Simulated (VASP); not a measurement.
# AgI (P6_3mc) in VASP: notebook

Runs on AgI. Level: PBEsol. Tasks: single point.

All numbers are computed with VASP 6.6.1; they aren't measurements. Logs are shortened: lines on timing, memory, paths and dates and some standing lists are left out, and cuts for length are marked.

## (1) The cell of the first run

It takes space group P6_3mc (No. 186, hexagonal). Conventional cell: a = 4.605 Å, b = 4.605 Å, c = 7.367 Å, α = 90.00°, β = 90.00°, γ = 120.00°. Ag (site symmetry 3m) has 4 I at 2.80 Å within 3.7 Å. I (site symmetry 3m) has 4 Ag at 2.80 Å within 3.7 Å.

## (2) Single point, PBEsol (in-plane strain +0.01, then relaxed in part)

Contents of INCAR:

```
SYSTEM = AgI
ALGO = Normal
EDIFF = 1E-6
ENCUT = 500
GGA = PS
GGA_COMPAT = .FALSE.
ISIF = 2
ISMEAR = 0
LASPH = .TRUE.
LCHARG = .FALSE.
LREAL = .FALSE.
LWAVE = .FALSE.
NBANDS = 26
NELM = 120
PREC = Accurate
SIGMA = 0.01
```

Contents of KPOINTS:

```
k-points
0
G
  6 6 4
  0 0 0
```

Contents of POSCAR:

```
AgI
1.0
    4.6046852616      0.0000000000      0.0000000000
   -2.3023426308      3.9877744130      0.0000000000
    0.0000000000      0.0000000000      7.3672238887
Ag I
2 2
Direct
    0.6666666667      0.3333333333      0.6246392369
    0.3333333333      0.6666666667      0.1246392369
    0.6666666667      0.3333333333      0.0053607631
    0.3333333333      0.6666666667      0.5053607631
```

Potentials or basis: VASP PAW PBE potentials, release 64 (Ag, I).

Launch:

```console
> cat potpaw_PBE.64/Ag/POTCAR potpaw_PBE.64/I/POTCAR > POTCAR
> mpirun -np 1 vasp_std > vasp.out
```

OUTCAR:

```text
SYSTEM = AgI
   EDIFF = 1E-6
   ENCUT = 500
   GGA = PS
   ISIF = 2
   ISMEAR = 0
   LASPH = .TRUE.
   LREAL = .FALSE.
   NELM = 120
   PREC = Accurate

 ion  position               nearest neighbor table
   1  0.667  0.333  0.625-   4 2.80   4 2.80   4 2.80   3 2.80
   2  0.333  0.667  0.125-   3 2.80   3 2.80   3 2.80   4 2.80
   3  0.667  0.333  0.005-   2 2.80   2 2.80   2 2.80   1 2.80
   4  0.333  0.667  0.505-   1 2.80   1 2.80   1 2.80   2 2.80

  LATTYP: Found a hexagonal cell.
 ALAT       =     4.6046852616
 C/A-ratio  =     1.5999408147

  Lattice vectors:

 A1 = (   4.6046852616,   0.0000000000,   0.0000000000)
 A2 = (  -2.3023426308,   3.9877744130,   0.0000000000)
 A3 = (   0.0000000000,   0.0000000000,   7.3672238887)

Analysis of symmetry for initial positions (statically):
=====================================================================
 Subroutine PRICEL returns:
 Original cell was already a primitive cell.

 Routine SETGRP: Setting up the symmetry group for a
 hexagonal supercell.

 Subroutine GETGRP returns: Found 12 space group operations
 (whereof  6 operations were pure point group operations)
 out of a pool of 24 trial point group operations.

The static configuration has the point symmetry C_3v.
 The point group associated with its full space group is C_6v.

Analysis of symmetry for dynamics (positions and initial velocities):
=====================================================================
 Subroutine PRICEL returns:
 Original cell was already a primitive cell.

 Routine SETGRP: Setting up the symmetry group for a
 hexagonal supercell.

 Subroutine GETGRP returns: Found 12 space group operations
 (whereof  6 operations were pure point group operations)
 out of a pool of 24 trial point group operations.

The dynamic configuration has the point symmetry C_3v.
 The point group associated with its full space group is C_6v.

 Subroutine INISYM returns: Found 12 space group operations
 (whereof  6 operations are pure point group operations),
 and found     1 'primitive' translations

----------------------------------------------------------------------------------------

                                     Primitive cell

  volume of cell :     135.2803

  direct lattice vectors                    reciprocal lattice vectors
     4.604685262  0.000000000  0.000000000     0.217170109  0.125383221  0.000000000
    -2.302342631  3.987774413  0.000000000     0.000000000  0.250766442  0.000000000
     0.000000000  0.000000000  7.367223889     0.000000000  0.000000000  0.135736339

  length of vectors
     4.604685262  4.604685262  7.367223889     0.250766442  0.250766442  0.135736339

  position of ions in fractional coordinates (direct lattice)
     0.666666667  0.333333333  0.624639237
     0.333333333  0.666666667  0.124639237
     0.666666667  0.333333333  0.005360763
     0.333333333  0.666666667  0.505360763

  ion indices of the primitive-cell ions
   primitive index   ion index
                 1           1
                 2           2
                 3           3
                 4           4

----------------------------------------------------------------------------------------

 KPOINTS: k-points

Automatic generation of k-mesh.
 Grid dimensions read from file:
 generate k-points for:    6    6    4

 Generating k-lattice:

  Cartesian coordinates                     Fractional coordinates (reciprocal lattice)
     0.036195018  0.020897203  0.000000000     0.166666667  0.000000000  0.000000000
     0.000000000  0.041794407  0.000000000     0.000000000  0.166666667  0.000000000
     0.000000000  0.000000000  0.033934085     0.000000000  0.000000000  0.250000000

  Length of vectors
     0.041794407  0.041794407  0.033934085

  Shift w.r.t. Gamma in fractional coordinates (k-lattice)
     0.000000000  0.000000000  0.000000000

 Subroutine IBZKPT returns following result:
 ===========================================

 Found     21 irreducible k-points:

 Following reciprocal coordinates:
            Coordinates               Weight
  0.000000  0.000000  0.000000      1.000000
  0.166667 -0.000000  0.000000      6.000000
  0.333333 -0.000000  0.000000      6.000000
  0.500000 -0.000000  0.000000      3.000000
  0.166667  0.166667  0.000000      6.000000
  0.333333  0.166667  0.000000     12.000000
[... 13 lines left out ...]
  0.333333  0.166667  0.500000     12.000000
  0.333333  0.333333  0.500000      2.000000
   k-points           NKPTS =     21   k-points in BZ     NKDIM =     21   number of bands    NBANDS=     26
   number of dos      NEDOS =    301   number of ions     NIONS =      4
   total plane-waves  NPLWV =  69984
   dimension x,y,z NGX =    36 NGY =   36 NGZ =   54
   dimension x,y,z NGXF=    72 NGYF=   72 NGZF=  108
   ions per type =               2   2
   NGX,Y,Z   is equivalent  to a cutoff of  13.00, 13.00, 12.19 a.u.
   NGXF,Y,Z  is equivalent  to a cutoff of  25.99, 25.99, 24.37 a.u.
 SYSTEM =  AgI
   PREC   = accura    normal or accurate (medium, high low for compatibility)
   ISTART =      0    job   : 0-new  1-cont  2-samecut
   ICHARG =      2    charge: 1-file 2-atom 10-const
   ISPIN  =      1    spin polarized calculation?
   LNONCOLLINEAR =      F non collinear calculations
   LSORBIT =      F    spin-orbit coupling
   LASPH  =      T    aspherical Exc in radial PAW
   ENCUT  =  500.0 eV  36.75 Ry    6.06 a.u.   8.40  8.40 13.43*2*pi/ulx,y,z
   NELM   =    120;   NELMIN=  2; NELMDL= -5     # of ELM steps
   EDIFF  = 0.1E-05   stopping-criterion for ELM
   LREAL  =      F    real-space projection
   EDIFFG = 0.1E-04   stopping-criterion for IOM
   NSW    =      0    number of steps for IOM
   IBRION =     -1    ionic relax: 0-MD 1-quasi-New 2-CG
   NFREE  =      0    steps in history (QN), initial steepest desc. (CG)
   ISIF   =      2    stress and relaxation
   ISYM   =      2    0-nonsym 1-usesym 2-fastsym
   POTIM  = 0.5000    time-step for ionic-motion
   TEBEG  =    0.0;   TEEND  =   0.0 temperature during run
   PSTRESS=    0.0 pullay stress
   NELECT =      36.0000    total number of electrons
   NUPDOWN=      -1.0000    fix difference up-down
   EMIN   =  10.00;   EMAX   =-10.00  energy-range for DOS
   EFERMI =   0.00;   METHOD = LEGACY
   ISMEAR =     0;   SIGMA  =   0.01  broadening in eV -4-tet -1-fermi 0-gaus
   EFERMI_NEDOS =   21; number of points for ismear=-14 and -15
   IALGO  =     38    algorithm
   IMIX   =      4    mixing-type and parameters
     AMIX     =   0.40;   BMIX     =  1.00
     AMIX_MAG =   1.60;   BMIX_MAG =  1.00
  volume/ion in A,a.u.               =      33.82       228.23
  Fermi-wavevector in a.u.,A,eV,Ry     =   1.053006  1.989893 15.086436  1.108822
  Thomas-Fermi vector in A             =   2.188111
   LORBIT       =      0    0 simple, 1 ext, 2 COOP (PROOUT), +10 PAW based schemes
   GGA     = PS    functional components
   LHFCALC =     F    Hartree Fock is set to
   AEXX    =    0.0000 exact exchange contribution
   IVDW    =     0    specifies the selected vdW correction
   LEPSILON=     F    determine dielectric tensor
   LRPA    =     F    only Hartree local field effects (RPA)
 non-spin polarized calculation
 Gauss-broadening in eV      SIGMA  =   0.01
  energy-cutoff  :      500.00
  volume of cell :      135.28
 maximum number of plane-waves:      3494
 NGX is ok and might be reduce to    36
   NGX = 17   NGY = 17   NGZ = 27

 number of electron      36.0000004 magnetization

 Free energy of the ion-electron system (eV)
  ---------------------------------------------------
  ext. energy  EPLUGINS =         0.00000000
  ---------------------------------------------------
  free energy    TOTEN  =       -10.90492362 eV

  energy without entropy =      -10.90492362  energy(sigma->0) =      -10.90492362

 E-fermi :   3.2184     XC(G=0):  -8.6859

 val. band max:        3.1390421786   @ k =   0.0000   0.0000   0.0000
 cond. band min:       4.3862641687   @ k =   0.0000   0.0000   0.0000
 fundamental gap:      1.2472219901
 Fermi energy:         3.2184216369

 k-point     1 :       0.0000    0.0000    0.0000
  band No.  band energies     occupation
      1      -9.7721      2.00000
      2      -9.4509      2.00000
      3      -1.1611      2.00000
      4      -1.1611      2.00000
      5      -1.1022      2.00000
      6      -1.0859      2.00000
[... 18 lines left out ...]
     25       9.6662      0.00000
     26      10.5233      0.00000

 k-point     2 :       0.1667   -0.0000    0.0000
  band No.  band energies     occupation
      1      -9.7079      2.00000
      2      -9.4218      2.00000
      3      -1.2202      2.00000
      4      -1.1104      2.00000
      5      -1.0793      2.00000
      6      -1.0274      2.00000
[... 18 lines left out ...]
     25      10.0296      0.00000
     26      10.2173      0.00000

 k-point     3 :       0.3333   -0.0000    0.0000
  band No.  band energies     occupation
      1      -9.5636      2.00000
      2      -9.3735      2.00000
      3      -1.2941      2.00000
      4      -1.1279      2.00000
      5      -1.0135      2.00000
      6      -0.8927      2.00000
[... 18 lines left out ...]
     25      10.4953      0.00000
     26      10.9297      0.00000

 k-point     4 :       0.5000   -0.0000    0.0000
  band No.  band energies     occupation
      1      -9.4725      2.00000
      2      -9.3653      2.00000
      3      -1.2768      2.00000
      4      -1.1840      2.00000
      5      -0.9694      2.00000
      6      -0.7764      2.00000
[... 18 lines left out ...]
     25      10.6233      0.00000
     26      12.1498      0.00000
[... 409 lines left out ...]
      1      -9.4932      2.00000
      2      -9.4932      2.00000
      3      -1.3216      2.00000
      4      -1.3216      2.00000
      5      -1.0078      2.00000
      6      -1.0078      2.00000
[... 18 lines left out ...]
     25      10.1335      0.00000
     26      10.1335      0.00000

 k-point    20 :       0.3333    0.1667    0.5000
  band No.  band energies     occupation
      1      -9.4169      2.00000
      2      -9.4169      2.00000
      3      -1.3148      2.00000
      4      -1.3148      2.00000
      5      -0.9218      2.00000
      6      -0.9218      2.00000
[... 18 lines left out ...]
     25      10.5199      0.00000
     26      10.5199      0.00000

 k-point    21 :       0.3333    0.3333    0.5000
  band No.  band energies     occupation
      1      -9.3913      2.00000
      2      -9.3913      2.00000
      3      -1.2009      2.00000
      4      -1.2009      2.00000
      5      -0.9668      2.00000
      6      -0.9668      2.00000
[... 18 lines left out ...]
     25      11.2436      0.00000
     26      11.2436      0.00000

------------------------ aborting loop because EDIFF is reached ----------------------------------------

  FORCE on cell =-STRESS in cart. coord.  units (eV):
  Direction    XX          YY          ZZ          XY          YZ          ZX
  --------------------------------------------------------------------------------------
  -------------------------------------------------------------------------------------
  Total       -0.3771864     -0.3771864     -0.0177887      0.0000000      0.0000000      0.0000000
  in kB       -4.4671670     -4.4671670     -0.2106790      0.0000000      0.0000000      0.0000000
  external PRESSURE =      -3.0483377 kB  Pullay stress =       0.0000000 kB

 VOLUME and BASIS-vectors are now :
 -----------------------------------------------------------------------------
  energy-cutoff  :      500.00
  volume of cell :      135.28
      direct lattice vectors                 reciprocal lattice vectors
     4.604685262  0.000000000  0.000000000     0.217170109  0.125383221  0.000000000
    -2.302342631  3.987774413  0.000000000     0.000000000  0.250766442  0.000000000
     0.000000000  0.000000000  7.367223889     0.000000000  0.000000000  0.135736339

 POSITION                                       TOTAL-FORCE (eV/Angst)
 -----------------------------------------------------------------------------------
      2.30234      1.32926      4.60186        -0.000000      0.000000     -0.001850
     -0.00000      2.65852      0.91825         0.000000     -0.000000     -0.001850
      2.30234      1.32926      0.03949        -0.000000     -0.000000      0.001850
     -0.00000      2.65852      3.72311         0.000000      0.000000      0.001850
 -----------------------------------------------------------------------------------
    total drift:                               -0.000000     -0.000000      0.000236

  FREE ENERGIE OF THE ION-ELECTRON SYSTEM (eV)
  ---------------------------------------------------
  free  energy   TOTEN  =       -10.9049236177 eV

  energy  without entropy=      -10.9049236177  energy(sigma->0) =      -10.90492362
```

Run time: 41 s. Hardware: 1 thread of Oxide Virtual Turin-like, shared host; peak memory 0.24 GiB.

Results:

```yaml
Free_energy: -10.9049 eV
Pressure: -0.3 GPa
Band_gap_on_the_k_mesh: 1.25 eV
```

Levels at points of the mesh, in eV from the valence-band top:
| k point | band 14 | band 15 | band 16 | band 17 | band 18 | band 19 | band 20 | band 21 | band 22 | band 23 |
| --- | --- | --- | --- | --- | --- | --- | --- | --- | --- | --- |
| (0.00, 0.00, 0.00) | -0.74 | -0.74 | -0.07 | 0.00 | 0.00 | 1.25 | 2.39 | 5.58 | 5.58 | 5.99 |
| (0.50, 0.00, 0.00) | -2.73 | -2.24 | -1.87 | -1.04 | -0.78 | 3.28 | 3.40 | 4.75 | 5.94 | 6.19 |
| (0.00, 0.00, 0.50) | -1.70 | -0.38 | -0.38 | -0.38 | -0.38 | 2.53 | 2.53 | 5.56 | 5.56 | 5.88 |
| (0.50, 0.00, 0.50) | -2.87 | -1.32 | -1.32 | -1.21 | -1.21 | 3.19 | 3.19 | 4.74 | 4.74 | 7.27 |

Caveat: the cell differs from its parent crystal (in-plane strain +0.01, then relaxed in part); the PAW data sets were made with another functional, which shifts forces and pressure a little; spin-orbit coupling is left out, which moves the levels of the heavy elements.

[end of part 1 of 2]
